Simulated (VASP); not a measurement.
# NbN (I4/mmm) in VASP: a series of runs, part 2 of 2

VASP 6.6.1.

## Step 3: Electric field gradients, LDA (zz strain of -1 %)

File INCAR:

```
SYSTEM = NbN
ALGO = Normal
EDIFF = 1E-8
ENCUT = 520
GGA_COMPAT = .FALSE.
ISIF = 2
ISMEAR = -1
LASPH = .TRUE.
LCHARG = .FALSE.
LEFG = .TRUE.
LREAL = .FALSE.
LWAVE = .FALSE.
NBANDS = 16
NELM = 120
PREC = Accurate
SIGMA = 0.08
```

File KPOINTS:

```
k-points
0
G
  13 13 13
  0 0 0
```

File POSCAR:

```
NbN
1.0
    0.0000000000      2.1945000000      2.1725550000
    2.1945000000      0.0000000000      2.1725550000
    2.1945000000      2.1945000000      0.0000000000
Nb N
1 1
Direct
    0.5000000000      0.5000000000      0.5000000000
    0.0000000000      0.0000000000      0.0000000000
```

Potentials or basis: VASP PAW LDA potentials, release 64 (Nb_sv, N).

Launch:

```console
$ cat potpaw_LDA.64/Nb_sv/POTCAR potpaw_LDA.64/N/POTCAR > POTCAR
$ mpirun -np 1 vasp_std > vasp.out
```

OUTCAR:

```text
SYSTEM = NbN
   EDIFF = 1E-8
   ENCUT = 520
   ISIF = 2
   ISMEAR = -1
   LASPH = .TRUE.
   LREAL = .FALSE.
   NELM = 120
   PREC = Accurate

 ion  position               nearest neighbor table
   1  0.500  0.500  0.500-   2 2.17   2 2.17   2 2.19   2 2.19   2 2.19   2 2.19
   2  0.000  0.000  0.000-   1 2.17   1 2.17   1 2.19   1 2.19   1 2.19   1 2.19

  LATTYP: Found a body centered tetragonal cell.
 ALAT       =     3.1034916626
 C/A-ratio  =     1.4000714267

  Lattice vectors:

 A1 = (   0.0000000000,  -2.1945000000,  -2.1725550000)
 A2 = (   0.0000000000,   2.1945000000,  -2.1725550000)
 A3 = (   2.1945000000,   0.0000000000,   2.1725550000)

Analysis of symmetry for initial positions (statically):
=====================================================================
 Subroutine PRICEL returns:
 Original cell was already a primitive cell.

 Routine SETGRP: Setting up the symmetry group for a
 body centered tetragonal supercell.

 Subroutine GETGRP returns: Found 16 space group operations
 (whereof 16 operations were pure point group operations)
 out of a pool of 16 trial point group operations.

The static configuration has the point symmetry D_4h.

Analysis of symmetry for dynamics (positions and initial velocities):
=====================================================================
 Subroutine PRICEL returns:
 Original cell was already a primitive cell.

 Routine SETGRP: Setting up the symmetry group for a
 body centered tetragonal supercell.

 Subroutine GETGRP returns: Found 16 space group operations
 (whereof 16 operations were pure point group operations)
 out of a pool of 16 trial point group operations.

The dynamic configuration has the point symmetry D_4h.

 Subroutine INISYM returns: Found 16 space group operations
 (whereof 16 operations are pure point group operations),
 and found     1 'primitive' translations

----------------------------------------------------------------------------------------

                                     Primitive cell

  volume of cell :      20.9253

  direct lattice vectors                    reciprocal lattice vectors
     0.000000000  2.194500000  2.172555000    -0.227842333  0.227842333  0.230143771
     2.194500000  0.000000000  2.172555000     0.227842333 -0.227842333  0.230143771
     2.194500000  2.194500000  0.000000000     0.227842333  0.227842333 -0.230143771

  length of vectors
     3.088013193  3.088013193  3.103491663     0.395967692  0.395967692  0.395967692

  position of ions in fractional coordinates (direct lattice)
     0.500000000  0.500000000  0.500000000
     0.000000000  0.000000000  0.000000000

  ion indices of the primitive-cell ions
   primitive index   ion index
                 1           1
                 2           2

----------------------------------------------------------------------------------------

 KPOINTS: k-points

Automatic generation of k-mesh.
 Grid dimensions read from file:
 generate k-points for:   13   13   13

 Generating k-lattice:

[... 63 lines left out ...]
   EDIFFG = 0.1E-06   stopping-criterion for IOM
   NSW    =      0    number of steps for IOM
   IBRION =     -1    ionic relax: 0-MD 1-quasi-New 2-CG
   NFREE  =      0    steps in history (QN), initial steepest desc. (CG)
   ISIF   =      2    stress and relaxation
   ISYM   =      2    0-nonsym 1-usesym 2-fastsym
   POTIM  = 0.5000    time-step for ionic-motion
   TEBEG  =    0.0;   TEEND  =   0.0 temperature during run
   PSTRESS=    0.0 pullay stress
   NELECT =      18.0000    total number of electrons
   NUPDOWN=      -1.0000    fix difference up-down
   EMIN   =  10.00;   EMAX   =-10.00  energy-range for DOS
   EFERMI =   0.00;   METHOD = LEGACY
   ISMEAR =    -1;   SIGMA  =   0.08  broadening in eV -4-tet -1-fermi 0-gaus
   EFERMI_NEDOS =   21; number of points for ismear=-14 and -15
   IALGO  =     38    algorithm
   IMIX   =      4    mixing-type and parameters
     AMIX     =   0.40;   BMIX     =  1.00
     AMIX_MAG =   1.60;   BMIX_MAG =  1.00
  volume/ion in A,a.u.               =      10.46        70.61
  Fermi-wavevector in a.u.,A,eV,Ry     =   1.556951  2.942211 32.981845  2.424097
  Thomas-Fermi vector in A             =   2.660672
   LORBIT       =      0    0 simple, 1 ext, 2 COOP (PROOUT), +10 PAW based schemes
   GGA     = CA    functional components
   LHFCALC =     F    Hartree Fock is set to
   AEXX    =    0.0000 exact exchange contribution
   IVDW    =     0    specifies the selected vdW correction
   LEPSILON=     F    determine dielectric tensor
   LRPA    =     F    only Hartree local field effects (RPA)
 non-spin polarized calculation
  energy-cutoff  :      520.00
  volume of cell :       20.93
 maximum number of plane-waves:       574
   NGX = 11   NGY = 11   NGZ = 11

 number of electron      18.0000003 magnetization

 Free energy of the ion-electron system (eV)
  ---------------------------------------------------
  ext. energy  EPLUGINS =         0.00000000
  ---------------------------------------------------
  free energy    TOTEN  =       -22.85042115 eV

  energy without entropy =      -22.83311997  energy(sigma->0) =      -22.84177056

 E-fermi :  14.0087     XC(G=0): -13.7090

 val. band max:       13.9970774144   @ k =  -0.3077   0.0000   0.0769
 cond. band min:      14.0349180747   @ k =  -0.3077   0.0769   0.0000
 fundamental gap:      0.0378406602
 Fermi energy:        14.0087420289

 k-point     1 :       0.0000    0.0000    0.0000
  band No.  band energies     occupation
      1     -42.0640      2.00000
      2     -17.8669      2.00000
      3     -17.8658      2.00000
      4     -17.8658      2.00000
      5      -3.4808      2.00000
      6      10.6227      2.00000
[... 433 lines left out ...]
      3     -18.0785      2.00000
      4     -18.0368      2.00000
      5      -1.4009      2.00000
      6       5.6519      2.00000
[... 8 lines left out ...]
     15      26.2785      0.00000
     16      27.5147      0.00000

 [... further k-points ...]
[... 5 lines left out ...]
  --------------------------------------------------------------------------------------
  -------------------------------------------------------------------------------------
  Total       -0.8426656     -0.8426656      0.0127216      0.0000000     -0.0000000      0.0000000
  in kB      -64.5199326    -64.5199326      0.9740456      0.0000000     -0.0000000      0.0000000
  external PRESSURE =     -42.6886065 kB  Pullay stress =       0.0000000 kB

 VOLUME and BASIS-vectors are now :
 -----------------------------------------------------------------------------
  energy-cutoff  :      520.00
  volume of cell :       20.93
      direct lattice vectors                 reciprocal lattice vectors
     0.000000000  2.194500000  2.172555000    -0.227842333  0.227842333  0.230143771
     2.194500000  0.000000000  2.172555000     0.227842333 -0.227842333  0.230143771
     2.194500000  2.194500000  0.000000000     0.227842333  0.227842333 -0.230143771

 POSITION                                       TOTAL-FORCE (eV/Angst)
 -----------------------------------------------------------------------------------
      2.19450      2.19450      2.17256         0.000000      0.000000      0.000000
      0.00000      0.00000      0.00000        -0.000000     -0.000000      0.000000
 -----------------------------------------------------------------------------------
    total drift:                                0.000000     -0.000000      0.000000

  FREE ENERGIE OF THE ION-ELECTRON SYSTEM (eV)
  ---------------------------------------------------
  free  energy   TOTEN  =       -22.8504211535 eV

  energy  without entropy=      -22.8331199741  energy(sigma->0) =      -22.84177056

 Electric field gradients (V/A^2)
---------------------------------------------------------------------
 ion       V_xx      V_yy      V_zz      V_xy      V_xz      V_yz
---------------------------------------------------------------------
   1       9.949     9.949   -19.898     0.000     0.000     0.000
   2       1.863     1.863    -3.726    -0.000    -0.001    -0.001
---------------------------------------------------------------------

 Electric field gradients after diagonalization (V/A^2)
 (convention: |V_zz| > |V_xx| > |V_yy|)
----------------------------------------------------------------------
 ion       V_xx      V_yy      V_zz     asymmetry (V_yy - V_xx)/ V_zz
----------------------------------------------------------------------
   1       9.949     9.949   -19.898       0.000
   2       1.864     1.863    -3.726       0.000
----------------------------------------------------------------------

           NMR quadrupolar parameters

 Cq : quadrupolar parameter    Cq=e*Q*V_zz/h
 eta: asymmetry parameters     (V_yy - V_xx)/ V_zz
 Q  : nuclear electric quadrupole moment in mb (millibarn)
----------------------------------------------------------------------
 ion       Cq(MHz)       eta       Q (mb)
----------------------------------------------------------------------
   1      -0.048       0.000       1.000
   2      -0.009       0.000       1.000
----------------------------------------------------------------------
```

OSZICAR:

```text
N       E                     dE             d eps       ncg     rms          rms(c)
DAV:   1     0.155806621571E+03    0.15581E+03   -0.10099E+04  6280   0.120E+03
DAV:   2    -0.166383263326E+02   -0.17244E+03   -0.16468E+03  7528   0.416E+02
DAV:   3    -0.261606341207E+02   -0.95223E+01   -0.93587E+01 11624   0.807E+01
DAV:   4    -0.262763246278E+02   -0.11569E+00   -0.11544E+00  7096   0.776E+00
DAV:   5    -0.262804281558E+02   -0.41035E-02   -0.41032E-02  9448   0.144E+00    0.128E+01
DAV:   6    -0.230672652636E+02    0.32132E+01   -0.91680E+00  9704   0.321E+01    0.480E+00
DAV:   7    -0.228800902123E+02    0.18718E+00   -0.61407E-01  8592   0.779E+00    0.279E+00
DAV:   8    -0.228558484049E+02    0.24242E-01   -0.17270E-01  9856   0.399E+00    0.964E-01
DAV:   9    -0.228508303973E+02    0.50180E-02   -0.24911E-02  9328   0.181E+00    0.438E-01
DAV:  10    -0.228504933626E+02    0.33703E-03   -0.20883E-03  8968   0.520E-01    0.101E-01
DAV:  11    -0.228504233264E+02    0.70036E-04   -0.16537E-04  8200   0.129E-01    0.322E-02
DAV:  12    -0.228504212757E+02    0.20507E-05   -0.10055E-05  8144   0.293E-02    0.631E-03
DAV:  13    -0.228504211549E+02    0.12073E-06   -0.13979E-06  9536   0.135E-02    0.262E-03
DAV:  14    -0.228504211561E+02   -0.11898E-08   -0.12219E-07  8024   0.410E-03    0.508E-04
DAV:  15    -0.228504211535E+02    0.26421E-08   -0.10352E-08  5464   0.161E-03
   1 F= -.22850421E+02 E0= -.22841771E+02  d E =-.173012E-01
```

It took 43 s on 1 thread of Intel Xeon 6975P-C, shared host; peak memory 0.18 GiB.

Results:

```yaml
Free_energy: -22.8504 eV
Pressure: -4.3 GPa
Band_gap_on_the_k_mesh: zero (band 9 reaches 15.42 eV, above the bottom of band 10 at 11.90 eV)
```

Electric field gradients, principal values (V/Å²):
```csv
atom,least,middle,greatest (by size)
1 Nb,9.949,9.949,-19.898
2 N,1.863,1.864,-3.726
```

Caveat: the cell differs from its parent crystal (zz strain of -1 %); without QUAD_EFG the Cq values of the log hold for a quadrupole moment of 1 mb, not for the nuclei.

## Step 4: Electric field gradients, LDA (zz strain of -1 %)

File INCAR:

```
SYSTEM = NbN
ALGO = Normal
EDIFF = 1E-8
ENCUT = 520
GGA = CA
GGA_COMPAT = .False.
ISIF = 2
ISMEAR = -1
LASPH = .True.
LCHARG = .False.
LEFG = .True.
LREAL = .False.
LWAVE = .False.
NBANDS = 16
NELM = 120
PREC = Accurate
SIGMA = 0.08
```

File KPOINTS:

```
k-points
0
Gamma
  13 13 13
  0 0 0
```

POSCAR is that of step 3.

Potentials or basis: VASP PAW LDA potentials, release 64 (Nb_sv, N).

Launch:

```console
$ cat potpaw_LDA.64/Nb_sv/POTCAR potpaw_LDA.64/N/POTCAR > POTCAR
$ mpirun -np 1 vasp_std > vasp.out
```

OUTCAR:

```text
SYSTEM = NbN
   EDIFF = 1E-8
   ENCUT = 520
   GGA = CA
   ISIF = 2
   ISMEAR = -1
   LASPH = .True.
   LREAL = .False.
   NELM = 120
   PREC = Accurate

 ion  position               nearest neighbor table
   1  0.500  0.500  0.500-   2 2.17   2 2.17   2 2.19   2 2.19   2 2.19   2 2.19
   2  0.000  0.000  0.000-   1 2.17   1 2.17   1 2.19   1 2.19   1 2.19   1 2.19

  LATTYP: Found a body centered tetragonal cell.
 ALAT       =     3.1034916626
 C/A-ratio  =     1.4000714267

  Lattice vectors:

 A1 = (   0.0000000000,  -2.1945000000,  -2.1725550000)
 A2 = (   0.0000000000,   2.1945000000,  -2.1725550000)
 A3 = (   2.1945000000,   0.0000000000,   2.1725550000)

Analysis of symmetry for initial positions (statically):
=====================================================================
 Subroutine PRICEL returns:
 Original cell was already a primitive cell.

 Routine SETGRP: Setting up the symmetry group for a
[... 644 lines left out ...]
  energy-cutoff  :      520.00
  volume of cell :       20.93
      direct lattice vectors                 reciprocal lattice vectors
     0.000000000  2.194500000  2.172555000    -0.227842333  0.227842333  0.230143771
     2.194500000  0.000000000  2.172555000     0.227842333 -0.227842333  0.230143771
     2.194500000  2.194500000  0.000000000     0.227842333  0.227842333 -0.230143771

 POSITION                                       TOTAL-FORCE (eV/Angst)
 -----------------------------------------------------------------------------------
      2.19450      2.19450      2.17256         0.000000      0.000000      0.000000
      0.00000      0.00000      0.00000        -0.000000     -0.000000      0.000000
 -----------------------------------------------------------------------------------
    total drift:                                0.000000     -0.000000      0.000000

  FREE ENERGIE OF THE ION-ELECTRON SYSTEM (eV)
  ---------------------------------------------------
  free  energy   TOTEN  =       -22.8504211535 eV

  energy  without entropy=      -22.8331199741  energy(sigma->0) =      -22.84177056

 Electric field gradients (V/A^2)
---------------------------------------------------------------------
 ion       V_xx      V_yy      V_zz      V_xy      V_xz      V_yz
---------------------------------------------------------------------
   1       9.949     9.949   -19.898     0.000     0.000     0.000
   2       1.863     1.863    -3.726    -0.000    -0.001    -0.001
---------------------------------------------------------------------

 Electric field gradients after diagonalization (V/A^2)
 (convention: |V_zz| > |V_xx| > |V_yy|)
----------------------------------------------------------------------
 ion       V_xx      V_yy      V_zz     asymmetry (V_yy - V_xx)/ V_zz
----------------------------------------------------------------------
   1       9.949     9.949   -19.898       0.000
   2       1.864     1.863    -3.726       0.000
----------------------------------------------------------------------

           NMR quadrupolar parameters

 Cq : quadrupolar parameter    Cq=e*Q*V_zz/h
 eta: asymmetry parameters     (V_yy - V_xx)/ V_zz
 Q  : nuclear electric quadrupole moment in mb (millibarn)
----------------------------------------------------------------------
 ion       Cq(MHz)       eta       Q (mb)
----------------------------------------------------------------------
   1      -0.048       0.000       1.000
   2      -0.009       0.000       1.000
----------------------------------------------------------------------
```

OSZICAR:

```text
N       E                     dE             d eps       ncg     rms          rms(c)
DAV:   1     0.155806621571E+03    0.15581E+03   -0.10099E+04  6280   0.120E+03
DAV:   2    -0.166383263326E+02   -0.17244E+03   -0.16468E+03  7528   0.416E+02
DAV:   3    -0.261606341207E+02   -0.95223E+01   -0.93587E+01 11624   0.807E+01
DAV:   4    -0.262763246278E+02   -0.11569E+00   -0.11544E+00  7096   0.776E+00
DAV:   5    -0.262804281558E+02   -0.41035E-02   -0.41032E-02  9448   0.144E+00    0.128E+01
DAV:   6    -0.230672652636E+02    0.32132E+01   -0.91680E+00  9704   0.321E+01    0.480E+00
DAV:   7    -0.228800902123E+02    0.18718E+00   -0.61407E-01  8592   0.779E+00    0.279E+00
DAV:   8    -0.228558484049E+02    0.24242E-01   -0.17270E-01  9856   0.399E+00    0.964E-01
DAV:   9    -0.228508303973E+02    0.50180E-02   -0.24911E-02  9328   0.181E+00    0.438E-01
DAV:  10    -0.228504933626E+02    0.33703E-03   -0.20883E-03  8968   0.520E-01    0.101E-01
DAV:  11    -0.228504233264E+02    0.70036E-04   -0.16537E-04  8200   0.129E-01    0.322E-02
DAV:  12    -0.228504212757E+02    0.20507E-05   -0.10055E-05  8144   0.293E-02    0.631E-03
DAV:  13    -0.228504211549E+02    0.12073E-06   -0.13979E-06  9536   0.135E-02    0.262E-03
DAV:  14    -0.228504211561E+02   -0.11898E-08   -0.12219E-07  8024   0.410E-03    0.508E-04
DAV:  15    -0.228504211535E+02    0.26421E-08   -0.10352E-08  5464   0.161E-03
   1 F= -.22850421E+02 E0= -.22841771E+02  d E =-.173012E-01
```

Run time: 43 s. Hardware: 1 thread of Intel Xeon 6975P-C, shared host; peak memory 0.18 GiB.

Results:

- Free energy: -22.8504 eV
- Pressure: -4.3 GPa
- Band gap on the k mesh: zero (band 9 reaches 15.42 eV, above the bottom of band 10 at 11.90 eV)

Stress tensor (GPa, compression positive):
```
-6.45  0.00  0.00
 0.00 -6.45  0.00
 0.00  0.00  0.10
```

Electric field gradients, principal values (V/Å²):
```tsv
atom	least	middle	greatest (by size)
1 Nb	9.949	9.949	-19.898
2 N	1.863	1.864	-3.726
```

Caveat: the cell differs from its parent crystal (zz strain of -1 %); without QUAD_EFG the Cq values of the log hold for a quadrupole moment of 1 mb, not for the nuclei.
